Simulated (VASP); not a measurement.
Write the native input for VASP 6.6.1 that does the following.

| Quantity | Value |
| --- | --- |
| Task | single point |
| Functional | PBE |
| Potentials or basis | VASP PAW PBE potentials, release 64 (Re) |
| Cutoff | 520 eV |
| k mesh | 10 × 10 × 10 |
| Occupations | fermi-dirac, width 0.1 eV |
| Spin | no spin polarisation |
| Dipole correction | no |
| Further INCAR settings | ALGO = Normal; EDIFF = 1e-07; NBANDS = 10 |

The structure of Re lies in POSCAR:

```
Re
1.0
    0.0000000000      2.0387532280      2.0387532280
    2.0387532280      0.0000000000      2.0387532280
    2.0387532280      2.0387532280      0.0000000000
Re
1
Direct
    0.0000000000      0.0000000000      0.0000000000
```

One way to write it, as run:

INCAR

```
ALGO     = Normal         # electronic algorithm
EDIFF    = 1E-7           # SCF threshold, eV
ENCUT    = 520            # plane-wave cutoff, eV
GGA      = PE             # functional
ISIF     = 2              # what is computed and relaxed
ISMEAR   = -1             # smearing method
LASPH    = T              # aspherical terms in the spheres
LCHARG   = F              # write CHGCAR
LREAL    = F              # projectors in reciprocal space
LWAVE    = F              # write WAVECAR
NBANDS   = 10             # bands
NELM     = 60             # most SCF steps
PREC     = Accurate       # precision mode
SIGMA    = 0.1            # smearing width, eV
```

KPOINTS

```
k-points
0
Gamma
  10 10 10
```

Potentials or basis: VASP PAW PBE potentials, release 64 (Re).

The run is started by

```console
$ cat potpaw_PBE.64/Re/POTCAR > POTCAR
$ mpirun -np 1 vasp_std > vasp.out
```

It gave:

- Pressure: -34.4 GPa

Run time: 11 s on 1 thread of Intel(R) Xeon(R) Platinum 8259CL CPU @ 2.50GHz (Skylake/Cascade Lake), with other jobs on the host, peak memory 0.14 GiB.
